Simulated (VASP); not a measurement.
AlN:

```
CELL_PARAMETERS angstrom
0.00000 2.36185 2.36185
2.36185 0.00000 2.36185
2.36185 2.36185 0.00000
ATOMIC_POSITIONS crystal
Al 0.00000 0.00000 0.00000
N 0.25000 0.25000 0.25000
```

```yaml
Program: VASP 6.6.1
Task: relaxation of cell and atoms
Functional: PBE
Potentials_or_basis: VASP PAW PBE potentials, release 64 (Al, N)
Cutoff: 600 eV
k_mesh: 8 × 8 × 8
Occupations: gaussian, width 0.1 eV
Spin: no spin polarisation
```

At the start: pressure -27.0 GPa; volume 13.18 Å³/atom.

Problem. How do energy, volume and symmetry change on relaxing?

Solution. Over 3 steps the energy falls by 254.5 meV/atom and the volume is 10.67 Å³/atom (-19.0 %); space group F-43m (No. 216, to 0.05 Å).

Step by step:
```csv
step,energy change (eV),largest force (eV/Å),pressure (GPa),volume (Å³)
1,0.0000,0.0000,-26.95,26.35
2,-0.2845,0.0000,31.59,18.77
3,-0.5091,0.0000,-0.43,21.35
```

Final structure:
```
Al N
1.0
     0.00000    2.20171    2.20171
     2.20171    0.00000    2.20171
     2.20171    2.20171    0.00000
Al N
1 1
Direct
  0.00000 0.00000 0.00000
  0.25000 0.25000 0.25000
```

Caveat: the volume moved by over 15 % at a fixed basis, so the end points are rough.
